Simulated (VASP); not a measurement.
Set up this calculation in VASP 6.6.1, as the native input.

| Property | Result |
| --- | --- |
| Task | single point |
| Functional | PBE |
| Potentials or basis | VASP PAW PBE potentials, release 64 (C) |
| Cutoff | 520 eV |
| k mesh | 8 × 8 × 8 |
| Occupations | gaussian, width 0.1 eV |
| Spin | collinear spin, ferromagnetic start |
| Starting moments | [1.0, 1.0, 1.0] μB |
| Dipole correction | no |
| Further INCAR settings | ALGO = Normal; EDIFF = 1e-07; NBANDS = 17 |

The structure of C lies in POSCAR:

```
C
1.0
    1.2600109800     -2.9112741200      0.0000000000
    1.2600109800      2.9112741200      0.0000000000
    0.0000000000      0.0000000000      2.2325406700
C
3
Direct
    0.6780484600      0.3219515400      0.5000000000
    0.3219515400      0.6780484600      0.5000000000
    0.5000000000      0.5000000000      0.0000000000
```

The input as run:

INCAR

```
PREC = Accurate ; ENCUT = 520
EDIFF = 1E-7 ; ISMEAR = 0
SIGMA = 0.1 ; LREAL = False
LASPH = True ; NELM = 150
ALGO = Normal ; ISIF = 2
LWAVE = False ; LCHARG = False
ISPIN = 2 ; MAGMOM = 1 1 1
LORBIT = 11 ; GGA = PE
NBANDS = 17
```

KPOINTS

```
Automatic mesh
0
Gamma
  8 8 8
```

Potentials or basis: VASP PAW PBE potentials, release 64 (C).

Run with:

```sh
$ cat potpaw_PBE.64/C/POTCAR > POTCAR
$ mpirun -np 1 vasp_std > vasp.out
```

Results of the run:

| Item | Value |
| --- | --- |
| Pressure | 60.7 GPa |
| Largest force | 0.772 eV/Å |
| Band gap on the k mesh | zero (filled and empty bands overlap) |
| Net moment | 0.00 μB per cell |
| Valence electrons inside the program's atomic spheres | C 2.59, 2.60 |

It took 34 s on 1 thread of Intel(R) Xeon(R) Platinum 8488C (Sapphire Rapids), with other jobs on the host, peak memory 0.15 GiB.
